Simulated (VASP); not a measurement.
# SiC in VASP: further runs

SiC is run at these levels: PBE; tasks: single point.

Everything below comes from runs of VASP 6.6.1. Logs are shortened: lines on timing, memory, paths and dates and some standing lists are left out, and cuts for length are marked.

## Step 1: The cell of the first run

Symmetry: F-43m, No. 216, cubic system. Conventional cell: a = 4.348 Å, b = 4.348 Å, c = 4.348 Å, α = 90.00°, β = 90.00°, γ = 90.00°. Si (site symmetry -43m) has 4 C at 1.88 Å within 2.5 Å. C (site symmetry -43m) has 4 Si at 1.88 Å within 2.5 Å.

## Step 2: Single point, PBE

File INCAR:

```
ALGO = Normal
EDIFF = 1E-6
ENCUT = 520
GGA = PE
ISIF = 2
ISMEAR = -1
LASPH = T
LCHARG = F
LREAL = F
LWAVE = F
NBANDS = 11
NELM = 60
PREC = Accurate
SIGMA = 0.05
```

File KPOINTS:

```
k-points
0
Gamma
  5 5 5
```

File POSCAR:

```
SiC
1.0
    0.0000000000      2.1740000000      2.1740000000
    2.1740000000      0.0000000000      2.1740000000
    2.1740000000      2.1740000000      0.0000000000
Si C
1 1
Direct
    0.0000000000      0.0000000000      0.0000000000
    0.7500000000      0.7500000000      0.7500000000
```

Potentials or basis: VASP PAW PBE potentials, release 64 (Si, C).

Launch:

```console
$ cat potpaw_PBE.64/Si/POTCAR potpaw_PBE.64/C/POTCAR > POTCAR
$ mpirun -np 1 vasp_std > vasp.out
```

OUTCAR:

```text
EDIFF = 1E-6
   ENCUT = 520
   GGA = PE
   ISIF = 2
   ISMEAR = -1
   LASPH = T
   LREAL = F
   NELM = 60
   PREC = Accurate

 ion  position               nearest neighbor table
   1  0.000  0.000  0.000-   2 1.88   2 1.88   2 1.88   2 1.88
   2  0.750  0.750  0.750-   1 1.88   1 1.88   1 1.88   1 1.88

  LATTYP: Found a face centered cubic cell.
 ALAT       =     4.3480000000

  Lattice vectors:

 A1 = (   0.0000000000,   2.1740000000,   2.1740000000)
 A2 = (   2.1740000000,   0.0000000000,   2.1740000000)
 A3 = (   2.1740000000,   2.1740000000,   0.0000000000)

Analysis of symmetry for initial positions (statically):
=====================================================================
 Subroutine PRICEL returns:
 Original cell was already a primitive cell.

 Routine SETGRP: Setting up the symmetry group for a
 face centered cubic supercell.

 Subroutine GETGRP returns: Found 24 space group operations
 (whereof 24 operations were pure point group operations)
 out of a pool of 48 trial point group operations.

The static configuration has the point symmetry T_d .

Analysis of symmetry for dynamics (positions and initial velocities):
=====================================================================
 Subroutine PRICEL returns:
 Original cell was already a primitive cell.

 Routine SETGRP: Setting up the symmetry group for a
 face centered cubic supercell.

 Subroutine GETGRP returns: Found 24 space group operations
 (whereof 24 operations were pure point group operations)
 out of a pool of 48 trial point group operations.

The dynamic configuration has the point symmetry T_d .

 Subroutine INISYM returns: Found 24 space group operations
 (whereof 24 operations are pure point group operations),
 and found     1 'primitive' translations

----------------------------------------------------------------------------------------

                                     Primitive cell

  volume of cell :      20.5498

  direct lattice vectors                    reciprocal lattice vectors
     0.000000000  2.174000000  2.174000000    -0.229990800  0.229990800  0.229990800
     2.174000000  0.000000000  2.174000000     0.229990800 -0.229990800  0.229990800
     2.174000000  2.174000000  0.000000000     0.229990800  0.229990800 -0.229990800

  length of vectors
     3.074500285  3.074500285  3.074500285     0.398355752  0.398355752  0.398355752

  position of ions in fractional coordinates (direct lattice)
     0.000000000  0.000000000  0.000000000
[... 70 lines left out ...]
   ISYM   =      2    0-nonsym 1-usesym 2-fastsym
   POTIM  = 0.5000    time-step for ionic-motion
   TEBEG  =    0.0;   TEEND  =   0.0 temperature during run
   PSTRESS=    0.0 pullay stress
   NELECT =       8.0000    total number of electrons
   NUPDOWN=      -1.0000    fix difference up-down
   EMIN   =  10.00;   EMAX   =-10.00  energy-range for DOS
   EFERMI =   0.00;   METHOD = LEGACY
   ISMEAR =    -1;   SIGMA  =   0.05  broadening in eV -4-tet -1-fermi 0-gaus
   EFERMI_NEDOS =   21; number of points for ismear=-14 and -15
   IALGO  =     38    algorithm
   IMIX   =      4    mixing-type and parameters
     AMIX     =   0.40;   BMIX     =  1.00
     AMIX_MAG =   1.60;   BMIX_MAG =  1.00
  volume/ion in A,a.u.               =      10.27        69.34
  Fermi-wavevector in a.u.,A,eV,Ry     =   1.195369  2.258920 19.441458  1.428907
  Thomas-Fermi vector in A             =   2.331336
   LORBIT       =      0    0 simple, 1 ext, 2 COOP (PROOUT), +10 PAW based schemes
   GGA     = PE    functional components
   LHFCALC =     F    Hartree Fock is set to
   AEXX    =    0.0000 exact exchange contribution
   IVDW    =     0    specifies the selected vdW correction
   LEPSILON=     F    determine dielectric tensor
   LRPA    =     F    only Hartree local field effects (RPA)
 non-spin polarized calculation
  energy-cutoff  :      520.00
  volume of cell :       20.55
 maximum number of plane-waves:       564
   NGX = 11   NGY = 11   NGZ = 11

 number of electron       8.0000001 magnetization

 Free energy of the ion-electron system (eV)
  ---------------------------------------------------
  ext. energy  EPLUGINS =         0.00000000
  ---------------------------------------------------
  free energy    TOTEN  =       -15.01885474 eV

  energy without entropy =      -15.01885474  energy(sigma->0) =      -15.01885474

 E-fermi :   9.0889     XC(G=0): -11.3809

 val. band max:        8.2052951837   @ k =   0.0000   0.0000   0.0000
 cond. band min:      10.0120676124   @ k =   0.4000   0.4000   0.0000
 fundamental gap:      1.8067724287
 Fermi energy:         9.0888549310

 k-point     1 :       0.0000    0.0000    0.0000
  band No.  band energies     occupation
      1      -7.2616      2.00000
      2       8.2053      2.00000
      3       8.2053      2.00000
      4       8.2053      2.00000
      5      14.5165      0.00000
      6      15.5428      0.00000
      7      15.5428      0.00000
      8      15.5428      0.00000
      9      22.7345      0.00000
     10      22.7345      0.00000
     11      24.7778      0.00000
[... 113 lines left out ...]
 k-point    10 :      -0.4000    0.4000    0.2000
  band No.  band energies     occupation
      1      -2.7598      2.00000
      2       1.4404      2.00000
      3       3.3316      2.00000
      4       4.7164      2.00000
      5      13.1216      0.00000
      6      16.5046      0.00000
      7      17.0456      0.00000
      8      20.5864      0.00000
      9      21.6791      0.00000
     10      24.9221      0.00000
     11      29.8638      0.00000

------------------------ aborting loop because EDIFF is reached ----------------------------------------

  FORCE on cell =-STRESS in cart. coord.  units (eV):
  Direction    XX          YY          ZZ          XY          YZ          ZX
  --------------------------------------------------------------------------------------
  -------------------------------------------------------------------------------------
  Total        0.6297013      0.6297013      0.6297013      0.0000000      0.0000000     -0.0000000
  in kB       49.0949230     49.0949230     49.0949230      0.0000000      0.0000000     -0.0000000
  external PRESSURE =      49.0949230 kB  Pullay stress =       0.0000000 kB

 VOLUME and BASIS-vectors are now :
 -----------------------------------------------------------------------------
  energy-cutoff  :      520.00
  volume of cell :       20.55
      direct lattice vectors                 reciprocal lattice vectors
     0.000000000  2.174000000  2.174000000    -0.229990800  0.229990800  0.229990800
     2.174000000  0.000000000  2.174000000     0.229990800 -0.229990800  0.229990800
     2.174000000  2.174000000  0.000000000     0.229990800  0.229990800 -0.229990800

 POSITION                                       TOTAL-FORCE (eV/Angst)
 -----------------------------------------------------------------------------------
      0.00000      0.00000      0.00000         0.000000      0.000000      0.000000
      3.26100      3.26100      3.26100        -0.000000     -0.000000     -0.000000
 -----------------------------------------------------------------------------------
    total drift:                               -0.000000     -0.000000     -0.000000

  FREE ENERGIE OF THE ION-ELECTRON SYSTEM (eV)
  ---------------------------------------------------
  free  energy   TOTEN  =       -15.0188547414 eV

  energy  without entropy=      -15.0188547395  energy(sigma->0) =      -15.01885474
```

OSZICAR:

```text
N       E                     dE             d eps       ncg     rms          rms(c)
DAV:   1     0.465526626515E+01    0.46553E+01   -0.41343E+03   228   0.621E+02
DAV:   2    -0.163466457468E+02   -0.21002E+02   -0.20163E+02   287   0.114E+02
DAV:   3    -0.169142693599E+02   -0.56762E+00   -0.56631E+00   279   0.158E+01
DAV:   4    -0.169163821984E+02   -0.21128E-02   -0.21128E-02   258   0.110E+00
DAV:   5    -0.169163925247E+02   -0.10326E-04   -0.10326E-04   262   0.708E-02    0.890E+00
DAV:   6    -0.150819722539E+02    0.18344E+01   -0.65139E+00   244   0.115E+01    0.395E+00
DAV:   7    -0.150263188386E+02    0.55653E-01   -0.39862E-01   250   0.358E+00    0.180E+00
DAV:   8    -0.150185760675E+02    0.77428E-02   -0.20279E-02   247   0.957E-01    0.170E-01
DAV:   9    -0.150187363310E+02   -0.16026E-03   -0.14574E-03   270   0.222E-01    0.117E-01
DAV:  10    -0.150188523675E+02   -0.11604E-03   -0.23034E-04   247   0.927E-02    0.247E-02
DAV:  11    -0.150188543058E+02   -0.19382E-05   -0.38454E-05   259   0.320E-02    0.667E-03
DAV:  12    -0.150188547414E+02   -0.43557E-06   -0.16395E-06   175   0.790E-03
   1 F= -.15018855E+02 E0= -.15018855E+02  d E =-.184369E-08
```

It took 3 s on 1 thread of Intel Xeon Platinum 8259CL at 2.50GHz (Skylake/Cascade Lake), shared host; peak memory 0.13 GiB.

Results:

- Free energy: -15.0189 eV
- Pressure: 4.9 GPa
- Band gap on the k mesh: 1.81 eV, indirect (least direct gap 4.80 eV)

Caveat: the k points lie up to 0.50 Å⁻¹ apart.

## Step 3: Single point, PBE

File INCAR:

```
SYSTEM = SiC
PREC = Accurate ; ENCUT = 520
EDIFF = 1E-7 ; ISMEAR = -1
SIGMA = 0.05 ; LREAL = .False.
LASPH = .True. ; NELM = 100
ALGO = Normal ; ISIF = 2
LWAVE = .False. ; LCHARG = .False.
GGA = PE ; NBANDS = 11
```

File KPOINTS:

```
Automatic mesh
0
Gamma
  8 8 8
  0 0 0
```

POSCAR is that of step 2.

Potentials or basis: VASP PAW PBE potentials, release 64 (Si, C).

Launch:

```console
$ cat potpaw_PBE.64/Si/POTCAR potpaw_PBE.64/C/POTCAR > POTCAR
$ mpirun -np 1 vasp_std > vasp.out
```

Wall time 5.1 s (1 thread of Intel Xeon Platinum 8259CL at 2.50GHz (Skylake/Cascade Lake), shared host); peak memory 0.13 GiB.

The run converged. Its results:

```yaml
Free_energy: -15.0531 eV
Pressure: 4.8 GPa
Band_gap_on_the_k_mesh: 1.35 eV, indirect (least direct gap 4.55 eV)
```

Levels at points of the mesh, in eV from the valence-band top:
```
           k point  band 2  band 3  band 4  band 5  band 6  band 7
(0.00, 0.00, 0.00)    0.00    0.00    0.00    6.31    7.35    7.35
(0.50, 0.00, 0.00)   -8.57   -1.05   -1.05    5.50    7.25    7.25
(0.50, 0.50, 0.00)   -7.82   -3.20   -3.20    1.35    4.35   14.12
```

A k mesh can miss the band edges.

## Step 4: Single point, PBE

File INCAR:

```
PREC     = Accurate       # precision mode
ENCUT    = 520            # plane-wave cutoff, eV
EDIFF    = 1E-6           # SCF threshold, eV
ISMEAR   = -1             # smearing method
SIGMA    = 0.05           # smearing width, eV
LREAL    = False          # projectors in reciprocal space
LASPH    = True           # aspherical terms in the spheres
NELM     = 100            # most SCF steps
ALGO     = Normal         # electronic algorithm
ISIF     = 2              # what is computed and relaxed
LWAVE    = False          # write WAVECAR
LCHARG   = False          # write CHGCAR
GGA      = PE             # functional
NBANDS   = 11             # bands
```

File KPOINTS:

```
Automatic mesh
0
Gamma
  12 12 12
```

POSCAR is that of step 3.

Launch:

```console
$ cat potpaw_PBE.64/Si/POTCAR potpaw_PBE.64/C/POTCAR > POTCAR
$ mpirun -np 1 vasp_std > vasp.out
```

It took 9.8 s on 1 thread of Intel Xeon Platinum 8259CL at 2.50GHz (Skylake/Cascade Lake), shared host; peak memory 0.14 GiB.

It converged, with:

```yaml
Free_energy: -15.0543 eV
Pressure: 4.8 GPa
Band_gap_on_the_k_mesh: 1.35 eV, indirect (least direct gap 4.55 eV)
```

Levels at points of the mesh, in eV from the valence-band top:
```csv
k point,band 2,band 3,band 4,band 5,band 6,band 7
"(0.00, 0.00, 0.00)",0.00,0.00,0.00,6.31,7.36,7.36
"(0.50, 0.00, 0.00)",-8.57,-1.05,-1.05,5.50,7.26,7.26
"(0.50, 0.50, 0.00)",-7.82,-3.20,-3.20,1.35,4.35,14.12
```

A k mesh can miss the band edges. PBE gaps usually lie below the measured ones, often by a third to a half.

## Step 5: Single point, PBE (x and y stretched by -3 %, z held)

File INCAR:

```
PREC = Accurate
ENCUT = 520
EDIFF = 1E-7
ISMEAR = -1
SIGMA = 0.05
LREAL = False
LASPH = True
NELM = 100
ALGO = Normal
ISIF = 2
LWAVE = False
LCHARG = False
GGA = PE
NBANDS = 11
```

File KPOINTS:

```
Automatic mesh
0
Gamma
  16 16 16
```

File POSCAR:

```
SiC
1.0
    0.0000000000      2.1087800000      2.1740000000
    2.1087800000      0.0000000000      2.1740000000
    2.1087800000      2.1087800000      0.0000000000
Si C
1 1
Direct
    0.0000000000      0.0000000000      0.0000000000
    0.7500000000      0.7500000000      0.7500000000
```

Launch:

```console
$ cat potpaw_PBE.64/Si/POTCAR potpaw_PBE.64/C/POTCAR > POTCAR
$ mpirun -np 1 vasp_std > vasp.out
```

Run time: 43 s. Hardware: 1 thread of Intel Xeon Platinum 8259CL at 2.50GHz (Skylake/Cascade Lake), shared host; peak memory 0.19 GiB.

The run converged. Its results:

* Free energy: -14.9506 eV
* Pressure: 20.5 GPa
* Band gap on the k mesh: 1.12 eV, indirect (least direct gap 4.57 eV)

Stress tensor (GPa, compression positive):
```
23.29  0.00  0.00
 0.00 23.29  0.00
 0.00  0.00 14.86
```

Levels at points of the mesh, in eV from the valence-band top:
```tsv
k point	band 1	band 2	band 3	band 4	band 5	band 6	band 7	band 8
(0.00, 0.00, 0.00)	-16.02	-0.22	0.00	0.00	6.95	7.70	7.70	7.77
(0.50, 0.00, 0.00)	-12.19	-8.99	-1.34	-0.94	5.85	7.32	7.68	10.37
(0.50, 0.50, 0.00)	-10.85	-8.36	-3.16	-3.16	1.42	4.85	14.86	14.86
(0.50, 0.00, 0.50)	-10.59	-7.96	-3.53	-3.48	1.12	4.31	14.18	15.23
```

Caveat: the cell differs from its parent crystal (x and y stretched by -3 %, z held).

## Step 6: Single point, PBE

File INCAR:

```
PREC = Accurate ; ENCUT = 520
EDIFF = 1E-6 ; ISMEAR = -1
SIGMA = 0.05 ; LREAL = False
LASPH = True ; NELM = 60
ALGO = Normal ; ISIF = 2
LWAVE = False ; LCHARG = False
GGA = PE ; NBANDS = 11
```

File KPOINTS:

```
Automatic mesh
0
Gamma
  22 22 22
```

File POSCAR:

```
SiC
1.0
    0.0000000000      2.1740000000      2.1740000000
    2.1740000000      0.0000000000      2.1740000000
    2.1740000000      2.1740000000      0.0000000000
Si C
1 1
Direct
    0.0000000000      0.0000000000      0.0000000000
    0.7500000000      0.7500000000      0.7500000000
```

Potentials or basis: VASP PAW PBE potentials, release 64 (Si, C).

Launch:

```console
$ cat potpaw_PBE.64/Si/POTCAR potpaw_PBE.64/C/POTCAR > POTCAR
$ mpirun -np 1 vasp_std > vasp.out
```

Wall time 37 s (1 thread of Intel Xeon Platinum 8259CL at 2.50GHz (Skylake/Cascade Lake), shared host); peak memory 0.19 GiB.

The run converged. Its results:

| Quantity | Value |
| --- | --- |
| Free energy | -15.0543 eV |
| Pressure | 4.8 GPa |
| Band gap on the k mesh | 1.35 eV, indirect (least direct gap 4.55 eV) |

Levels at points of the mesh, in eV from the valence-band top:
```csv
k point,band 1,band 2,band 3,band 4,band 5,band 6,band 7,band 8,band 9
"(0.00, 0.00, 0.00)",-15.46,0.00,0.00,0.00,6.31,7.36,7.36,7.36,14.55
"(0.50, 0.00, 0.00)",-11.87,-8.57,-1.05,-1.05,5.50,7.26,7.26,10.09,16.28
"(0.50, 0.50, 0.00)",-10.41,-7.82,-3.20,-3.20,1.35,4.35,14.12,14.12,14.88
```

A k mesh can miss the band edges. PBE gaps usually lie below the measured ones, often by a third to a half.

## Step 7: Overview

| cell | k mesh | gap on the mesh (eV) | pressure (GPa) |
| --- | --- | --- | --- |
| a = 3.075 Å, angles 60.0°, 2 atoms | 5 × 5 × 5 | 1.81 | 4.9 |
| a = 3.075 Å, angles 60.0°, 2 atoms | 8 × 8 × 8 | 1.35 | 4.8 |
| a = 3.075 Å, angles 60.0°, 2 atoms | 12 × 12 × 12 | 1.35 | 4.8 |
| a = 3.029, b = 3.029, c = 2.982 Å, angles 60.5, 60.5, 59.0°, 2 atoms | 16 × 16 × 16 | 1.12 | 20.5 |
| a = 3.075 Å, angles 60.0°, 2 atoms | 22 × 22 × 22 | 1.35 | 4.8 |

Alike in all rows: task single point; level PBE; potentials or basis VASP PAW PBE potentials, release 64 (Si, C); no spin polarisation; cutoff (eV) 520; smearing fermi-dirac 0.05 eV.

Caveats: some runs use coarse meshes.

Absolute energies hang on the potentials; compare differences alone.
